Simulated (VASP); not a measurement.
# InSe in VASP: a series of runs

Runs on InSe. Level: PBE+D3(BJ). Tasks: single point.

The COD entry that gives the cell may itself be a prediction, so a difference from it is no test against experiment.

Program: VASP 6.6.1. These are calculated values, not measurements. Logs are shortened: lines on timing, memory, paths and dates and some standing lists are left out, and cuts for length are marked.

## 1. The cell of the first run

The cell holds a slab with vacuum, 4 atoms: a = 3.960 Å, b = 3.960 Å, c = 36.720 Å, α = 90.00°, β = 90.00°, γ = 120.00°.

## 2. Single point, PBE+D3(BJ)

Input file INCAR:

```
SYSTEM = InSe
ALGO = Normal
DIPOL = 0.5 0.5 0.500
EDIFF = 1E-6
ENCUT = 520
GGA = PE
IDIPOL = 3
ISIF = 2
ISMEAR = 0
IVDW = 12
LASPH = .True.
LCHARG = .False.
LDIPOL = .True.
LREAL = .False.
LWAVE = .False.
NBANDS = 27
NELM = 100
PREC = Accurate
SIGMA = 0.02
```

Input file KPOINTS:

```
k-points
0
Gamma
  9 9 1
  0 0 0
```

Input file POSCAR:

```
InSe
1.0
    3.9600000000      0.0000000000      0.0000000000
   -1.9800000000      3.4294605990      0.0000000000
    0.0000000000      0.0000000000     36.7199571806
Se In
2 2
Direct
    0.0000000000      0.0000000000      0.4314266711
    0.0000000000      0.0000000000      0.5685455674
    0.6666666667      0.3333333333      0.4644104082
    0.6666666667      0.3333333333      0.5355618847
```

Potentials or basis: VASP PAW PBE potentials, release 64 (Se, In_d).

Command:

```bash
cat potpaw_PBE.64/Se/POTCAR potpaw_PBE.64/In_d/POTCAR > POTCAR
mpirun -np 1 vasp_std > vasp.out
```

OUTCAR:

```text
SYSTEM = InSe
   EDIFF = 1E-6
   ENCUT = 520
   GGA = PE
   ISIF = 2
   ISMEAR = 0
   IVDW = 12
   LASPH = .True.
   LREAL = .False.
   NELM = 100
   PREC = Accurate
 IVDW          = 12

 ion  position               nearest neighbor table
   1  0.000  0.000  0.431-   3 2.59   3 2.59   3 2.59
   2  0.000  0.000  0.569-   4 2.59   4 2.59   4 2.59
   3  0.667  0.333  0.464-   1 2.59   1 2.59   1 2.59   4 2.61
   4  0.667  0.333  0.536-   2 2.59   2 2.59   2 2.59   3 2.61

  LATTYP: Found a hexagonal cell.
 ALAT       =     3.9600000000
 C/A-ratio  =     9.2727164597

  Lattice vectors:

 A1 = (   3.9600000000,   0.0000000000,   0.0000000000)
 A2 = (  -1.9800000000,   3.4294605990,   0.0000000000)
 A3 = (   0.0000000000,   0.0000000000,  36.7199571806)

Analysis of symmetry for initial positions (statically):
=====================================================================
 Subroutine PRICEL returns:
 Original cell was already a primitive cell.

 Routine SETGRP: Setting up the symmetry group for a
 hexagonal supercell.

 Subroutine GETGRP returns: Found 12 space group operations
 (whereof  6 operations were pure point group operations)
 out of a pool of 24 trial point group operations.

The static configuration has the point symmetry C_3v.
 The point group associated with its full space group is D_3h.

Analysis of symmetry for dynamics (positions and initial velocities):
=====================================================================
 Subroutine PRICEL returns:
 Original cell was already a primitive cell.

 Routine SETGRP: Setting up the symmetry group for a
 hexagonal supercell.

 Subroutine GETGRP returns: Found 12 space group operations
 (whereof  6 operations were pure point group operations)
 out of a pool of 24 trial point group operations.

The dynamic configuration has the point symmetry C_3v.
 The point group associated with its full space group is D_3h.

 Subroutine INISYM returns: Found 12 space group operations
 (whereof  6 operations are pure point group operations),
 and found     1 'primitive' translations

----------------------------------------------------------------------------------------

                                     Primitive cell

  volume of cell :     498.6814

  direct lattice vectors                    reciprocal lattice vectors
     3.960000000  0.000000000  0.000000000     0.252525253  0.145795523  0.000000000
    -1.980000000  3.429460599  0.000000000     0.000000000  0.291591045  0.000000000
     0.000000000  0.000000000 36.719957181     0.000000000  0.000000000  0.027233147
[... 84 lines left out ...]
   TEBEG  =    0.0;   TEEND  =   0.0 temperature during run
   PSTRESS=    0.0 pullay stress
   NELECT =      38.0000    total number of electrons
   NUPDOWN=      -1.0000    fix difference up-down
   EMIN   =  10.00;   EMAX   =-10.00  energy-range for DOS
   EFERMI =   0.00;   METHOD = LEGACY
   ISMEAR =     0;   SIGMA  =   0.02  broadening in eV -4-tet -1-fermi 0-gaus
   EFERMI_NEDOS =   21; number of points for ismear=-14 and -15
   IALGO  =     38    algorithm
   IMIX   =      4    mixing-type and parameters
     AMIX     =   0.40;   BMIX     =  1.00
     AMIX_MAG =   1.60;   BMIX_MAG =  1.00
  volume/ion in A,a.u.               =     124.67       841.32
  Fermi-wavevector in a.u.,A,eV,Ry     =   0.694057  1.311577  6.554127  0.481715
  Thomas-Fermi vector in A             =   1.776443
   LORBIT       =      0    0 simple, 1 ext, 2 COOP (PROOUT), +10 PAW based schemes
   GGA     = PE    functional components
   LHFCALC =     F    Hartree Fock is set to
   AEXX    =    0.0000 exact exchange contribution
   IVDW    =    12    specifies the selected vdW correction
   LEPSILON=     F    determine dielectric tensor
   LRPA    =     F    only Hartree local field effects (RPA)
 non-spin polarized calculation
 Gauss-broadening in eV      SIGMA  =   0.02
  energy-cutoff  :      520.00
  volume of cell :      498.68
 maximum number of plane-waves:     13559
 NGX is ok and might be reduce to    30
   NGX = 15   NGY = 15   NGZ =137

 dipolmoment           0.000000      0.000000      0.000000 electrons x Angstroem

 number of electron      37.9999993 magnetization

 dipolmoment           0.000000      0.000000     -0.000012 electrons x Angstroem

 Free energy of the ion-electron system (eV)
  ---------------------------------------------------
  ext. energy  EPLUGINS =         0.00000000
  ---------------------------------------------------
  free energy    TOTEN  =       -13.89662241 eV

  energy without entropy =      -13.89662241  energy(sigma->0) =      -13.89662241

 E-fermi :  -3.5622     XC(G=0):  -2.3122

 val. band max:       -3.6603009491   @ k =   0.1111  -0.0000   0.0000
 cond. band min:      -1.9537196307   @ k =   0.0000   0.0000   0.0000
 fundamental gap:      1.7065813184
 Fermi energy:        -3.5622440667

 k-point     1 :       0.0000    0.0000    0.0000
  band No.  band energies     occupation
      1     -18.0875      2.00000
      2     -17.7773      2.00000
      3     -17.7773      2.00000
      4     -17.6298      2.00000
      5     -17.6298      2.00000
      6     -17.6126      2.00000
[... 349 lines left out ...]
     26       4.3112      0.00000
     27       4.3673      0.00000

------------------------ aborting loop because EDIFF is reached ----------------------------------------

 vacuum level on the upper side and lower side of the slab       (xc-potential included)        -0.010        -0.010

 Edisp (eV)   -0.95751

 E8    (eV) :    -0.4633

  FORCE on cell =-STRESS in cart. coord.  units (eV):
  Direction    XX          YY          ZZ          XY          YZ          ZX
  --------------------------------------------------------------------------------------
  -------------------------------------------------------------------------------------
  Total       3.12236     3.12236     5.69279     0.00000     0.00000     0.00000
  in kB      10.03161    10.03161    18.28994     0.00000     0.00000     0.00000
  external pressure =       12.78 kB  Pullay stress =        0.00 kB

 VOLUME and BASIS-vectors are now :
 -----------------------------------------------------------------------------
  energy-cutoff  :      520.00
  volume of cell :      498.68
      direct lattice vectors                 reciprocal lattice vectors
     3.960000000  0.000000000  0.000000000     0.252525253  0.145795523  0.000000000
    -1.980000000  3.429460599  0.000000000     0.000000000  0.291591045  0.000000000
     0.000000000  0.000000000 36.719957181     0.000000000  0.000000000  0.027233147

 POSITION                                       TOTAL-FORCE (eV/Angst)
 -----------------------------------------------------------------------------------
      0.00000      0.00000     15.84197         0.000000      0.000000     -0.931503
      0.00000      0.00000     20.87697         0.000000     -0.000000      0.931503
      1.98000      1.14315     17.05313        -0.000000      0.000000     -0.392162
      1.98000      1.14315     19.66581        -0.000000      0.000000      0.392162
 -----------------------------------------------------------------------------------
    total drift:                               -0.000000      0.000000     -0.001510

  FREE ENERGIE OF THE ION-ELECTRON SYSTEM (eV)
  ---------------------------------------------------
  free  energy   TOTEN  =       -14.8541340304 eV

  energy  without entropy=      -14.8541340304  energy(sigma->0) =      -14.85413403

 vacuum level on the upper side and lower side of the slab         2.161         2.162
```

OSZICAR:

```text
N       E                     dE             d eps       ncg     rms          rms(c)
DAV:   1     0.302258327201E+03    0.30226E+03   -0.14474E+04   720   0.106E+03
DAV:   2     0.208979094709E+02   -0.28136E+03   -0.27649E+03   781   0.266E+02
DAV:   3    -0.130648580592E+02   -0.33963E+02   -0.33742E+02   837   0.117E+02
[... 14 lines left out ...]
DAV:  18    -0.138966058206E+02   -0.20931E-04   -0.65685E-07   567   0.310E-03    0.548E-04
DAV:  19    -0.138966132846E+02   -0.74640E-05   -0.79583E-08   604   0.251E-03    0.341E-04
DAV:  20    -0.138966200911E+02   -0.68065E-05   -0.25737E-07   546   0.188E-03    0.413E-04
DAV:  21    -0.138966217034E+02   -0.16123E-05   -0.28338E-08   586   0.738E-04    0.236E-04
DAV:  22    -0.138966224096E+02   -0.70617E-06   -0.10788E-08   503   0.599E-04
   1 F= -.14854134E+02 E0= -.14854134E+02  d E =-.414091E-13
```

Run time: 4.6 min. Hardware: 1 thread of AMD EPYC 9R45 (Zen 5), shared host; peak memory 0.54 GiB.

What came out:

```
Free energy                : -14.8541 eV
Largest force              : 0.932 eV/Å
Band gap on the k mesh     : 1.71 eV, indirect (least direct gap 1.79 eV)
Dispersion energy per atom : -0.239 eV
```

Forces in eV/Å, atoms in the order of the input:
```
Se   0.000  0.000 -0.932
Se   0.000  0.000  0.932
In   0.000  0.000 -0.392
In   0.000  0.000  0.392
```

Caveat: spin-orbit coupling is left out, which moves the levels of the heavy elements.

## 3. Single point, PBE+D3(BJ)

Input file INCAR:

```
SYSTEM = InSe
PREC = Accurate ; ENCUT = 520
EDIFF = 1E-6 ; ISMEAR = 0
SIGMA = 0.02 ; LREAL = .False.
LASPH = .True. ; NELM = 60
ALGO = Normal ; ISIF = 2
LWAVE = .False. ; LCHARG = .True.
LDIPOL = .True. ; IDIPOL = 3
DIPOL = 0.5 0.5 0.500 ; GGA = PE
IVDW = 12 ; LELF = .True.
LVHAR = .True. ; LVACPOTAV = .True.
NBANDS = 27
```

Input file KPOINTS:

```
regular mesh
0
Gamma
  9 9 1
  0 0 0
```

Input file POSCAR:

```
InSe
1.0
    3.9600000000      0.0000000000      0.0000000000
   -1.9800000000      3.4294605990      0.0000000000
    0.0000000000      0.0000000000     36.7199571806
Se In
2 2
Direct
    0.0000000000      0.0000000000      0.4282403929
    0.0000000000      0.0000000000      0.5717318456
    0.6666666667      0.3333333333      0.4627570385
    0.6666666667      0.3333333333      0.5372152569
```

Potentials or basis: VASP PAW PBE potentials, release 64 (Se, In_d).

Command:

```bash
cat potpaw_PBE.64/Se/POTCAR potpaw_PBE.64/In_d/POTCAR > POTCAR
mpirun -np 1 vasp_std > vasp.out
```

Run time: 4.7 min. Hardware: 1 thread of AMD EPYC 9R45 (Zen 5), shared host; peak memory 0.55 GiB.

It converged, with:

```yaml
Free_energy: -15.0307 eV
Largest_force: 0.487 eV/Å
Band_gap_on_the_k_mesh: 1.79 eV, indirect (least direct gap 1.88 eV)
Dispersion_energy_per_atom: -0.233 eV
Ionisation_potential_of_the_upper_face: 5.95 eV
```

Forces in eV/Å, atoms in the order of the input:
```
Se   0.000  0.000 -0.487
Se   0.000  0.000  0.487
In   0.000  0.000  0.144
In   0.000  0.000 -0.144
```

Levels at points of the mesh, in eV from the valence-band top:
| k point | band 16 | band 17 | band 18 | band 19 | band 20 | band 21 | band 22 | band 23 |
| --- | --- | --- | --- | --- | --- | --- | --- | --- |
| (0.00, 0.00, 0.00) | -0.47 | -0.38 | -0.38 | -0.08 | 1.79 | 2.98 | 5.17 | 5.17 |

Caveat: spin-orbit coupling is left out, which moves the levels of the heavy elements.

## 4. Single point, PBE+D3(BJ)

Input file INCAR:

```
SYSTEM = InSe
ALGO = Normal
DIPOL = 0.5 0.5 0.500
EDIFF = 1E-6
ENCUT = 520
GGA = PE
IDIPOL = 3
ISIF = 2
ISMEAR = 0
IVDW = 12
LASPH = .TRUE.
LCHARG = .FALSE.
LDIPOL = .TRUE.
LREAL = .FALSE.
LWAVE = .FALSE.
NBANDS = 27
NELM = 80
PREC = Accurate
SIGMA = 0.02
```

Input file KPOINTS:

```
k-points
0
G
  9 9 1
  0 0 0
```

Input file POSCAR:

```
InSe
1.0
    3.9600000000      0.0000000000      0.0000000000
   -1.9800000000      3.4294605990      0.0000000000
    0.0000000000      0.0000000000     36.7199571806
Se In
2 2
Direct
    0.0000000000      0.0000000000      0.4250677313
    0.0000000000      0.0000000000      0.5749045073
    0.6666666667      0.3333333333      0.4611107345
    0.6666666667      0.3333333333      0.5388615635
```

Command:

```bash
cat potpaw_PBE.64/Se/POTCAR potpaw_PBE.64/In_d/POTCAR > POTCAR
mpirun -np 1 vasp_std > vasp.out
```

Run time: 5.2 min. Hardware: 1 thread of AMD EPYC 9R45 (Zen 5), shared host; peak memory 0.56 GiB.

The run converged. Its results:

```yaml
Free_energy: -15.0614 eV
Largest_force: 0.366 eV/Å
Band_gap_on_the_k_mesh: 1.84 eV, indirect (least direct gap 1.93 eV)
Dispersion_energy_per_atom: -0.227 eV
```

Forces in eV/Å, atoms in the order of the input:
```
Se   0.000  0.000 -0.068
Se   0.000  0.000  0.068
In   0.000  0.000  0.366
In   0.000  0.000 -0.366
```

Levels at points of the mesh, in eV from the valence-band top:
```
           k point  band 15  band 16  band 17  band 18  band 19  band 20  band 21  band 22  band 23  band 24
(0.00, 0.00, 0.00)    -0.25    -0.25    -0.19    -0.19    -0.10     1.84     3.11     5.43     5.43     5.64
```

Caveat: spin-orbit coupling is left out, which moves the levels of the heavy elements.

(Continued in part 2 of 2.)
